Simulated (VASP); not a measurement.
# Ga (P-1) in VASP: notebook

Runs on Ga. Level: LDA. Tasks: electric field gradients.

All numbers are computed with VASP 6.6.1; they aren't measurements. Logs are shortened: lines on timing, memory, paths and dates and some standing lists are left out, and cuts for length are marked.

### Step 1. The cell of the first run

The typed cell holds 2 atoms: a = 4.257 Å, b = 4.257 Å, c = 3.332 Å, α = 90.66°, β = 90.66°, γ = 142.09°.

### Step 2. Electric field gradients, LDA (shortest bond scaled by 1.1)

File INCAR:

```
PREC = Accurate
ENCUT = 400
EDIFF = 1E-8
ISMEAR = -1
SIGMA = 0.05
LREAL = F
LASPH = T
NELM = 120
ALGO = Normal
ISIF = 2
LWAVE = F
LCHARG = F
GGA = CA
LEFG = T
NBANDS = 20
GGA_COMPAT = F
```

File KPOINTS:

```
regular mesh
0
Gamma
  11 11 9
```

File POSCAR:

```
Ga
1.0
    1.3830000000     -4.0265000000      0.0000000000
    1.3830000000      4.0265000000      0.0000000000
   -0.1174474948      0.0000000000      3.3299294416
Ga
2
Direct
    0.8559000000      0.1441000000      0.2750000000
    0.1441000000      0.8559000000      0.7250000000
```

Potentials or basis: VASP PAW LDA potentials, release 64 (Ga_d).

On the command line:

```sh
> cat potpaw_LDA.64/Ga_d/POTCAR > POTCAR
> mpirun -np 1 vasp_std > vasp.out
```

OUTCAR:

```text
PREC = Accurate
   ENCUT = 400
   EDIFF = 1E-8
   ISMEAR = -1
   LREAL = F
   LASPH = T
   NELM = 120
   ISIF = 2
   GGA = CA

 ion  position               nearest neighbor table
   1  0.856  0.144  0.275-   2 2.63   2 2.69   2 2.76   2 2.83   2 2.89
   2  0.144  0.856  0.725-   1 2.63   1 2.69   1 2.76   1 2.83   1 2.89

  LATTYP: Found a base centered monoclinic cell.
 ALAT       =     2.7660000000
 B/A-ratio  =     2.9114244396
 C/A-ratio  =     1.2046276211
 COS(beta)  =    -0.0352483478

  Lattice vectors:

 A1 = (   1.3830000000,  -4.0265000000,   0.0000000000)
 A2 = (   1.3830000000,   4.0265000000,   0.0000000000)
 A3 = (  -0.1174474948,   0.0000000000,   3.3299294416)

Analysis of symmetry for initial positions (statically):
=====================================================================
 Subroutine PRICEL returns:
 Original cell was already a primitive cell.

 Routine SETGRP: Setting up the symmetry group for a
 base centered monoclinic supercell.

 Subroutine GETGRP returns: Found  2 space group operations
 (whereof  2 operations were pure point group operations)
 out of a pool of  4 trial point group operations.

The static configuration has the point symmetry S_2 .

Analysis of symmetry for dynamics (positions and initial velocities):
=====================================================================
 Subroutine PRICEL returns:
 Original cell was already a primitive cell.

 Routine SETGRP: Setting up the symmetry group for a
 base centered monoclinic supercell.

 Subroutine GETGRP returns: Found  2 space group operations
 (whereof  2 operations were pure point group operations)
 out of a pool of  4 trial point group operations.

The dynamic configuration has the point symmetry S_2 .

 Subroutine INISYM returns: Found  2 space group operations
 (whereof  2 operations are pure point group operations),
 and found     1 'primitive' translations

----------------------------------------------------------------------------------------

                                     Primitive cell

  volume of cell :      37.0864

  direct lattice vectors                    reciprocal lattice vectors
     1.383000000 -4.026500000  0.000000000     0.361532899 -0.124177325  0.012751361
     1.383000000  4.026500000  0.000000000     0.361532899  0.124177325  0.012751361
    -0.117447495  0.000000000  3.329929442     0.000000000  0.000000000  0.300306663

  length of vectors
     4.257392541  4.257392541  3.332000000     0.382476983  0.382476983  0.300306663

  position of ions in fractional coordinates (direct lattice)
     0.855900000  0.144100000  0.275000000
     0.144100000  0.855900000  0.725000000

  ion indices of the primitive-cell ions
   primitive index   ion index
                 1           1
                 2           2

----------------------------------------------------------------------------------------

 KPOINTS: regular mesh

Automatic generation of k-mesh.
 Grid dimensions read from file:
 generate k-points for:   11   11    9

 Generating k-lattice:

  Cartesian coordinates                     Fractional coordinates (reciprocal lattice)
     0.032866627 -0.011288848  0.001159215     0.090909091  0.000000000 -0.000000000
     0.032866627  0.011288848  0.001159215     0.000000000  0.090909091 -0.000000000
     0.000000000  0.000000000  0.033367407     0.000000000  0.000000000  0.111111111

  Length of vectors
     0.034770635  0.034770635  0.033367407

  Shift w.r.t. Gamma in fractional coordinates (k-lattice)
     0.000000000  0.000000000  0.000000000

 Subroutine IBZKPT returns following result:
 ===========================================

 Found    545 irreducible k-points:

 Following reciprocal coordinates:
            Coordinates               Weight
  0.000000  0.000000  0.000000      1.000000
  0.090909 -0.000000  0.000000      2.000000
  0.000000 -0.090909  0.000000      2.000000
  0.181818  0.000000 -0.000000      2.000000
  0.000000 -0.181818  0.000000      2.000000
  0.272727 -0.000000  0.000000      2.000000
[... 16 lines left out ...]
 -0.363636  0.090909  0.000000      2.000000
 -0.090909  0.363636  0.000000      2.000000
 [... further k-points ...]
   k-points           NKPTS =    545   k-points in BZ     NKDIM =    545   number of bands    NBANDS=     20
   number of dos      NEDOS =    301   number of ions     NIONS =      2
   total plane-waves  NPLWV =  18816
   dimension x,y,z NGX =    28 NGY =   28 NGZ =   24
   dimension x,y,z NGXF=    56 NGYF=   56 NGZF=   48
   ions per type =               2
   NGX,Y,Z   is equivalent  to a cutoff of  10.93, 10.93, 11.97 a.u.
   NGXF,Y,Z  is equivalent  to a cutoff of  21.87, 21.87, 23.95 a.u.
 SYSTEM =  unknown system
   PREC   = accura    normal or accurate (medium, high low for compatibility)
   ISTART =      0    job   : 0-new  1-cont  2-samecut
   ICHARG =      2    charge: 1-file 2-atom 10-const
   ISPIN  =      1    spin polarized calculation?
   LNONCOLLINEAR =      F non collinear calculations
   LSORBIT =      F    spin-orbit coupling
   LASPH  =      T    aspherical Exc in radial PAW
   ENCUT  =  400.0 eV  29.40 Ry    5.42 a.u.   6.94  6.94  5.43*2*pi/ulx,y,z
   NELM   =    120;   NELMIN=  2; NELMDL= -5     # of ELM steps
   EDIFF  = 0.1E-07   stopping-criterion for ELM
   LREAL  =      F    real-space projection
   EDIFFG = 0.1E-06   stopping-criterion for IOM
   NSW    =      0    number of steps for IOM
   IBRION =     -1    ionic relax: 0-MD 1-quasi-New 2-CG
   NFREE  =      0    steps in history (QN), initial steepest desc. (CG)
   ISIF   =      2    stress and relaxation
   ISYM   =      2    0-nonsym 1-usesym 2-fastsym
   POTIM  = 0.5000    time-step for ionic-motion
   TEBEG  =    0.0;   TEEND  =   0.0 temperature during run
   PSTRESS=    0.0 pullay stress
   NELECT =      26.0000    total number of electrons
   NUPDOWN=      -1.0000    fix difference up-down
   EMIN   =  10.00;   EMAX   =-10.00  energy-range for DOS
   EFERMI =   0.00;   METHOD = LEGACY
   ISMEAR =    -1;   SIGMA  =   0.05  broadening in eV -4-tet -1-fermi 0-gaus
   EFERMI_NEDOS =   21; number of points for ismear=-14 and -15
   IALGO  =     38    algorithm
   IMIX   =      4    mixing-type and parameters
     AMIX     =   0.40;   BMIX     =  1.00
     AMIX_MAG =   1.60;   BMIX_MAG =  1.00
  volume/ion in A,a.u.               =      18.54       125.14
  Fermi-wavevector in a.u.,A,eV,Ry     =   1.454323  2.748273 28.777089  2.115056
  Thomas-Fermi vector in A             =   2.571487
   LORBIT       =      0    0 simple, 1 ext, 2 COOP (PROOUT), +10 PAW based schemes
   GGA     = CA    functional components
   LHFCALC =     F    Hartree Fock is set to
   AEXX    =    0.0000 exact exchange contribution
   IVDW    =     0    specifies the selected vdW correction
   LEPSILON=     F    determine dielectric tensor
   LRPA    =     F    only Hartree local field effects (RPA)
 non-spin polarized calculation
  energy-cutoff  :      400.00
  volume of cell :       37.09
 maximum number of plane-waves:       687
   NGX = 13   NGY = 13   NGZ = 11

 number of electron      26.0000011 magnetization

 Free energy of the ion-electron system (eV)
  ---------------------------------------------------
  ext. energy  EPLUGINS =         0.00000000
  ---------------------------------------------------
  free energy    TOTEN  =        -7.06319944 eV

  energy without entropy =       -7.05727728  energy(sigma->0) =       -7.06023836

 E-fermi :   5.4332     XC(G=0): -11.3492

 val. band max:        5.4312775401   @ k =  -0.1818   0.0000   0.1111
 cond. band min:       5.4397817662   @ k =   0.3636   0.0909  -0.3333
 fundamental gap:      0.0085042261
 Fermi energy:         5.4331876809

 k-point     1 :       0.0000    0.0000    0.0000
  band No.  band energies     occupation
      1      -9.9038      2.00000
      2      -9.8582      2.00000
      3      -9.8207      2.00000
      4      -9.7587      2.00000
      5      -9.6266      2.00000
      6      -9.5327      2.00000
[... 12 lines left out ...]
     19      16.4583      0.00000
     20      18.2656      0.00000

 k-point     2 :       0.0909   -0.0000    0.0000
  band No.  band energies     occupation
      1      -9.8809      2.00000
      2      -9.8513      2.00000
      3      -9.8058      2.00000
      4      -9.7365      2.00000
      5      -9.6380      2.00000
      6      -9.5450      2.00000
[... 12 lines left out ...]
     19      16.7440      0.00000
     20      19.4420      0.00000

 k-point     3 :       0.0000   -0.0909    0.0000
  band No.  band energies     occupation
      1      -9.8806      2.00000
      2      -9.8518      2.00000
      3      -9.8054      2.00000
      4      -9.7371      2.00000
      5      -9.6382      2.00000
      6      -9.5475      2.00000
[... 12 lines left out ...]
     19      16.7342      0.00000
     20      19.4594      0.00000

 k-point     4 :       0.1818    0.0000   -0.0000
  band No.  band energies     occupation
      1      -9.8452      2.00000
      2      -9.8261      2.00000
      3      -9.7646      2.00000
      4      -9.6801      2.00000
      5      -9.6605      2.00000
      6      -9.5807      2.00000
[... 12 lines left out ...]
     19      16.8547      0.00000
     20      20.2766      0.00000

 k-point     5 :       0.0000   -0.1818    0.0000
  band No.  band energies     occupation
      1      -9.8413      2.00000
      2      -9.8302      2.00000
      3      -9.7632      2.00000
      4      -9.6906      2.00000
      5      -9.6528      2.00000
      6      -9.5857      2.00000
[... 12 lines left out ...]
     19      16.8525      0.00000
     20      20.3682      0.00000
[... 353 lines left out ...]
      6      -9.5837      2.00000
[... 12 lines left out ...]
     19      15.8618      0.00000
     20      17.0097      0.00000

 k-point    22 :      -0.0909    0.4545   -0.0000
  band No.  band energies     occupation
      1      -9.8280      2.00000
      2      -9.7971      2.00000
      3      -9.7775      2.00000
      4      -9.6915      2.00000
      5      -9.6457      2.00000
      6      -9.5861      2.00000
[... 12 lines left out ...]
     19      15.7968      0.00000
     20      16.9576      0.00000

 k-point    23 :      -0.3636    0.0909    0.0000
  band No.  band energies     occupation
      1      -9.8269      2.00000
      2      -9.7816      2.00000
      3      -9.7467      2.00000
      4      -9.6834      2.00000
      5      -9.6512      2.00000
      6      -9.5908      2.00000
[... 12 lines left out ...]
     19      16.1213      0.00000
     20      18.6348      0.00000

 k-point    24 :      -0.0909    0.3636    0.0000
  band No.  band energies     occupation
      1      -9.8190      2.00000
      2      -9.7899      2.00000
      3      -9.7524      2.00000
      4      -9.6899      2.00000
      5      -9.6499      2.00000
      6      -9.5904      2.00000
[... 12 lines left out ...]
     19      16.1498      0.00000
     20      18.7466      0.00000

 [... further k-points ...]

------------------------ aborting loop because EDIFF is reached ----------------------------------------

  FORCE on cell =-STRESS in cart. coord.  units (eV):
  Direction    XX          YY          ZZ          XY          YZ          ZX
  --------------------------------------------------------------------------------------
  -------------------------------------------------------------------------------------
  Total       -0.2825859     -0.9677835     -0.6935116      0.0590625      0.4054221      0.1436351
  in kB      -12.2080451    -41.8093959    -29.9605256      2.5515700     17.5147148      6.2052063
  external PRESSURE =     -27.9926555 kB  Pullay stress =       0.0000000 kB

 VOLUME and BASIS-vectors are now :
 -----------------------------------------------------------------------------
  energy-cutoff  :      400.00
  volume of cell :       37.09
      direct lattice vectors                 reciprocal lattice vectors
     1.383000000 -4.026500000  0.000000000     0.361532899 -0.124177325  0.012751361
     1.383000000  4.026500000  0.000000000     0.361532899  0.124177325  0.012751361
    -0.117447495  0.000000000  3.329929442     0.000000000  0.000000000  0.300306663

 POSITION                                       TOTAL-FORCE (eV/Angst)
 -----------------------------------------------------------------------------------
      1.35070     -2.86606      0.91573        -0.028604     -0.633281     -0.307814
      1.29785      2.86606      2.41420         0.028604      0.633281      0.307814
 -----------------------------------------------------------------------------------
    total drift:                                0.000000      0.000000      0.000000

  FREE ENERGIE OF THE ION-ELECTRON SYSTEM (eV)
  ---------------------------------------------------
  free  energy   TOTEN  =        -7.0631994399 eV

  energy  without entropy=       -7.0572772842  energy(sigma->0) =       -7.06023836

 Electric field gradients (V/A^2)
---------------------------------------------------------------------
 ion       V_xx      V_yy      V_zz      V_xy      V_xz      V_yz
---------------------------------------------------------------------
   1     -13.623   -13.089    26.712    -1.084    -5.036    -6.927
   2     -13.623   -13.089    26.712    -1.084    -5.036    -6.927
---------------------------------------------------------------------

 Electric field gradients after diagonalization (V/A^2)
 (convention: |V_zz| > |V_xx| > |V_yy|)
----------------------------------------------------------------------
 ion       V_xx      V_yy      V_zz     asymmetry (V_yy - V_xx)/ V_zz
----------------------------------------------------------------------
   1     -16.111   -12.318    28.429       0.133
   2     -16.111   -12.318    28.429       0.133
----------------------------------------------------------------------

           NMR quadrupolar parameters

 Cq : quadrupolar parameter    Cq=e*Q*V_zz/h
 eta: asymmetry parameters     (V_yy - V_xx)/ V_zz
 Q  : nuclear electric quadrupole moment in mb (millibarn)
----------------------------------------------------------------------
 ion       Cq(MHz)       eta       Q (mb)
----------------------------------------------------------------------
   1       0.069       0.133       1.000
   2       0.069       0.133       1.000
----------------------------------------------------------------------
```

It took 1.7 min on 1 thread of Intel Xeon 6975P-C (Granite Rapids), shared host; peak memory 0.3 GiB.

Results:

```
Free energy                             : -7.0632 eV
Pressure                                : -2.8 GPa
Largest force                           : 0.705 eV/Å
Band gap on the k mesh                  : zero (bands 13 and 14 overlap by 6.52 eV)
Largest electric field gradient by atom : Ga +28.4 V/Å²
```

Forces on the atoms (eV/Å):
```
Ga  -0.029 -0.633 -0.308
Ga   0.029  0.633  0.308
```

Stress tensor (GPa, compression positive):
```
-1.22  0.26  0.62
 0.26 -4.18  1.75
 0.62  1.75 -3.00
```

Levels at points of the mesh, in eV from the Fermi level:
```
           k point  band 9  band 10  band 11  band 12  band 13  band 14  band 15  band 16  band 17  band 18
(0.00, 0.00, 0.00)  -14.86   -14.81   -11.40    -1.93    -1.73     1.52     5.14     8.84    10.36    10.99
```

Electric field gradients, principal values (V/Å²):
| atom | least | middle | greatest (by size) |
| --- | --- | --- | --- |
| 1 Ga | -12.318 | -16.111 | 28.429 |
| 2 Ga | -12.318 | -16.111 | 28.429 |

Caveat: the cell differs from its parent crystal (shortest bond scaled by 1.1); without QUAD_EFG the Cq values of the log hold for a quadrupole moment of 1 mb, not for the nuclei.

(Continued in part 2 of 2.)
